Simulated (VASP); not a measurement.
Set up this calculation in VASP 6.6.1, as the native input.

```yaml
Task: single point
Functional: LDA
Potentials_or_basis: VASP PAW LDA potentials, release 64 (Ga_d)
Cutoff: 520 eV
k_mesh: 12 × 12 × 8
Occupations: fermi-dirac, width 0.15 eV
Spin: no spin polarisation
Dipole_correction: no
Further_INCAR_settings: ALGO = Fast; EDIFF = 1e-07; NBANDS = 34
```

The structure of Ga lies in POSCAR:

```
Ga
1.0
    2.2227614906     -3.7382990955      0.0000000000
    2.2227614906      3.7382990955      0.0000000000
    0.0000000000      0.0000000000      4.4271227513
Ga
4
Direct
    0.6560635421      0.3439364579      0.4141858400
    0.8439364579      0.1560635421      0.9141858400
    0.3439364579      0.6560635421      0.5858141600
    0.1560635421      0.8439364579      0.0858141600
```

The input as run:

INCAR

```
  PREC = Accurate
  ENCUT = 520
  EDIFF = 1E-7
  ISMEAR = -1
  SIGMA = 0.15
  LREAL = F
  LASPH = T
  NELM = 60
  ALGO = Fast
  ISIF = 2
  LWAVE = F
  LCHARG = F
  GGA = CA
  NBANDS = 34
```

KPOINTS

```
Automatic mesh
0
Gamma
  12 12 8
```

Potentials or basis: VASP PAW LDA potentials, release 64 (Ga_d).

Command:

```bash
$ cat potpaw_LDA.64/Ga_d/POTCAR > POTCAR
$ mpirun -np 1 vasp_std > vasp.out
```

Results of the run:

```yaml
Pressure: 0.2 GPa
Band_gap_on_the_k_mesh: zero (bands 26 and 27 overlap by 1.37 eV)
```

It took 9.8 min on 1 thread of Intel Xeon 8259CL, with other jobs on the host, peak memory 0.45 GiB.
